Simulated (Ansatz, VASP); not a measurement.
Two plane-wave programs on AlGaAs2

The input INCAR:

```
SYSTEM = AlGaAs2
PREC     = Accurate       ! precision mode
ENCUT    = 500            ! plane-wave cutoff, eV
EDIFF    = 1E-7           ! SCF threshold, eV
ISMEAR   = 0              ! smearing method
SIGMA    = 0.1            ! smearing width, eV
LREAL    = .False.        ! projectors in reciprocal space
LASPH    = .True.         ! aspherical terms in the spheres
NELM     = 120            ! most SCF steps
ALGO     = Normal         ! electronic algorithm
ISIF     = 3              ! what is computed and relaxed
LWAVE    = .False.        ! write WAVECAR
LCHARG   = .False.        ! write CHGCAR
GGA      = PS             ! functional
IBRION   = 2              ! ionic algorithm
NSW      = 45             ! ionic steps
EDIFFG   = -0.04          ! ionic threshold
ISYM     = 0            
GGA_COMPAT= .False.      
NELMIN   = 4
```

Contents of KPOINTS:

```
regular mesh
0
Gamma
  4 4 4
  0 0 0
```

POSCAR

```
AlGaAs2
1.0
    5.3107166430     -0.0022415755     -0.0005592334
   -0.0014200580      5.2726544638      0.0079326348
    0.0005926128      0.0108407647      5.1616841187
Al Ga As
2 2 4
Direct
    0.8390569605      0.7894576790      0.0139346043
    0.3401654673      0.6464249901      0.5121074716
    0.3398184233      0.1325779701      0.5159889956
    0.3385301816      0.3608480844      0.0166026962
    0.3391954564      0.8383850624      0.0119144818
    0.8388352573      0.2740449415      0.0176500217
    0.8399012399      0.6958124318      0.5143012980
    0.8395383567      0.1899143451      0.5171177987
```

Input for Ansatz:

```yaml
crystal:
  lattice:
    - [5.310716643, -0.0022415755, -0.0005592334]
    - [-0.001420058, 5.2726544638, 0.0079326348]
    - [0.0005926128, 0.0108407647, 5.1616841187]
  atoms:
    - { symbol: Al, position: [0.8390569605, 0.789457679, 0.0139346043] }
    - { symbol: Al, position: [0.3401654673, 0.6464249901, 0.5121074716] }
    - { symbol: Ga, position: [0.3398184233, 0.1325779701, 0.5159889956] }
    - { symbol: Ga, position: [0.3385301816, 0.3608480844, 0.0166026962] }
    - { symbol: As, position: [0.3391954564, 0.8383850624, 0.0119144818] }
    - { symbol: As, position: [0.8388352573, 0.2740449415, 0.0176500217] }
    - { symbol: As, position: [0.8399012399, 0.6958124318, 0.514301298] }
    - { symbol: As, position: [0.8395383567, 0.1899143451, 0.5171177987] }
  symmetry: { detect: false }
basis:
  ecutwfc: 420
kpoints:
  mp_grid: { grid: [4, 4, 4] }
hamiltonian:
  xc: pbesol
scf:
  occupations: { method: gaussian, width: 0.1 }
  lower_state_search: "off"
output:
  forces: true
  stress: true
  eigenvalues: true
relax:
  adjacent_minimum: "off"
  f_tol: 0.04
  max_steps: 25
  cell: { stress_tol: 0.3 }
```

Alike in both runs: task relaxation of cell and atoms; functional PBEsol; k mesh 4 × 4 × 4; occupations gaussian, width 0.1 eV; no spin polarisation.

|  | VASP | Ansatz |
| --- | --- | --- |
| version | VASP 6.6.1 | Ansatz 0.2.0 |
| potentials or method | VASP PAW PBE potentials, release 64 (Al, Ga_d, As), cutoff 500 eV | scalar-relativistic, plane waves, PAW |
| valence electrons in the cell | 52 | 92 |

Ansatz gave:

```
gap on the k mesh at the Fermi level, each at its own relaxed structure (eV) : none
relaxed volume (Å³/atom)                                                     : 18.30
relaxed cell length with the largest relative difference (Å)                 : 5.210
```

Task: Estimate VASP's values.

Result: gap on the k mesh at the Fermi level, each at its own relaxed structure (eV): none; relaxed volume (Å³/atom): 18.34; relaxed cell length with the largest relative difference (Å): 5.224.

VASP's potentials were made for PBE, not for PBEsol. A gap of «none» marks a metal or a gap that the smearing closes. VASP's potentials hold 52 valence electrons a cell and Ansatz's 92, so a difference there can come from the potentials and not from the codes.
